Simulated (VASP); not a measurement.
A run of VASP 6.6.1:

File INCAR:

```
SYSTEM = Si4O7
  ALGO = Normal
  EDIFF = 1E-6
  ENCUT = 520
  GGA = PE
  ISIF = 2
  ISMEAR = 0
  LASPH = .TRUE.
  LCHARG = .FALSE.
  LREAL = .FALSE.
  LWAVE = .FALSE.
  NBANDS = 40
  NELM = 100
  PREC = Accurate
  SIGMA = 0.05
```

File KPOINTS:

```
k-points
0
G
  4 4 4
  0 0 0
```

POSCAR

```
Si4O7
1.0
    5.0799801732      0.0000000000      0.0000000000
    0.0000000000      5.0799801732      0.0000000000
    0.0000000000      0.0000000000      7.0914769300
Si O
4 7
Direct
    0.2944292339      0.2944292339      0.0000000000
    0.2055707661      0.7944292339      0.2500000000
    0.7055707661      0.7055707661      0.5000000000
    0.7944292339      0.2055707661      0.7500000000
    0.4053663613      0.7409644515      0.4248320116
    0.7590355485      0.9053663613      0.6748320116
    0.5946336387      0.2590355485      0.9248320116
    0.7409644515      0.4053663613      0.5751679884
    0.9760218688      1.0619664571      0.2935168406
    0.2590355485      0.5946336387      0.0751679884
    0.0946336387      0.2409644515      0.8251679884
```

Potentials or basis: VASP PAW PBE potentials, release 64 (Si, O).

Launch:

```console
$ cat potpaw_PBE.64/Si/POTCAR potpaw_PBE.64/O/POTCAR > POTCAR
$ mpirun -np 1 vasp_std > vasp.out
```

Hardware: 1 thread of Intel Xeon 8259CL, on a shared host.

Problem. How long does it take, and how much memory?

Solution. Wall time 8.5 min on 1 thread of Intel Xeon 8259CL (shared host), peak memory 0.38 GiB. Counts: scf iterations 17, k points 36.
